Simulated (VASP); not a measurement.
Write the native input for VASP 6.6.1 that does the following.

```yaml
Task: relaxation of cell and atoms
Functional: PBE
Potentials_or_basis: VASP PAW PBE potentials, release 64 (Bi_d, As, S)
Cutoff: 600 eV
k_mesh: 4 × 4 × 4
Occupations: gaussian, width 0.1 eV
Spin: no spin polarisation
Dipole_correction: no
Further_INCAR_settings: ALGO = Normal; EDIFF = 1e-07; IBRION = 2; EDIFFG = -0.04; NSW = 90; ISIF = 3
```

The structure of BiAsS lies in POSCAR:

```
BiAsS
1.0
    4.1274625100      0.0000000000      0.0000000000
    0.0000000000      4.1704095400      0.0000000000
    0.0000000000      0.0000000000      4.2574245900
Bi As S
1 1 1
Direct
    0.0000000000      0.0000000000      0.0000000000
    0.5000000000      0.5000000000      0.5000000000
    0.5000000000      0.5000000000      0.0000000000
```

The input as run:

INCAR

```
PREC = Accurate
ENCUT = 600
EDIFF = 1E-7
ISMEAR = 0
SIGMA = 0.1
LREAL = False
LASPH = True
NELM = 100
ALGO = Normal
ISIF = 3
LWAVE = False
LCHARG = False
GGA = PE
IBRION = 2
NSW = 90
EDIFFG = -0.04
```

KPOINTS

```
Automatic mesh
0
Gamma
  4 4 4
```

Potentials or basis: VASP PAW PBE potentials, release 64 (Bi_d, As, S).

Launch:

```bash
$ cat potpaw_PBE.64/Bi_d/POTCAR potpaw_PBE.64/As/POTCAR potpaw_PBE.64/S/POTCAR > POTCAR
$ mpirun -np 1 vasp_std > vasp.out
```

It gave:

```yaml
Relaxed_volume: 27.18 Å³/atom
Relaxed_cell: a = 3.937 Å, b = 3.941 Å, c = 5.254 Å, α = 90.00°, β = 90.00°, γ = 90.00°
Space_group_after_relaxing_to_0.05_Å: P4/mmm (No. 123)
Energy_gained_by_relaxing: 451.6 meV/atom
Ionic_steps: 10
Pressure_after_relaxing: -0.1 GPa
Band_gap_on_the_k_mesh: zero (band 13 reaches 6.16 eV, above the bottom of band 14 at 4.51 eV)
```

Caveat: the k points lie up to 0.40 Å⁻¹ apart in the final cell; spin-orbit coupling is left out, which moves the levels of the heavy elements.

Wall time 5.6 min on 1 thread of Intel(R) Xeon(R) Platinum 8375C CPU @ 2.90GHz (Ice Lake) (shared host), peak memory 0.24 GiB.
